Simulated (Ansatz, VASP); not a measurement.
Br: VASP beside Ansatz

```
Br
1.0
     3.36325   -2.32255    0.00000
     3.36325    2.32255    0.00000
     0.00000    0.00000    8.70230
Br
4
Direct
  0.36510 0.63490 0.39010
  0.13490 0.86510 0.89010
  0.63490 0.36510 0.60990
  0.86510 0.13490 0.10990
```

Alike in both runs: functional LDA; k mesh 4 × 4 × 2; occupations fermi-dirac, width 0.05 eV; no spin polarisation.

```csv
,VASP,Ansatz
version,VASP 6.6.1,Ansatz 0.2.0
potentials or method,"VASP PAW LDA potentials, release 64 (Br)",Ansatz PAW
plane-wave cutoff (eV),520,420
valence electrons in the cell,28,28
task,single point,band structure
```

```tsv
	VASP	Ansatz	Ansatz less VASP
gap on the k mesh at the Fermi level (eV)	1.74	1.74	0.000
least direct gap on the mesh (eV)	1.77	1.77	0.000
pressure (GPa)	-1.2	-1.2	-0.06
traceless stress, the component that is largest in VASP (GPa)	-0.68	-0.67	+0.005
rms of the force components (eV/Å)	0.416	0.397	-0.0190
```

LDA's correlation is that of Perdew and Zunger in VASP and of Perdew and Wang (1992) in Ansatz. Atom by atom the forces differ by 0.019 eV/Å (rms over components).
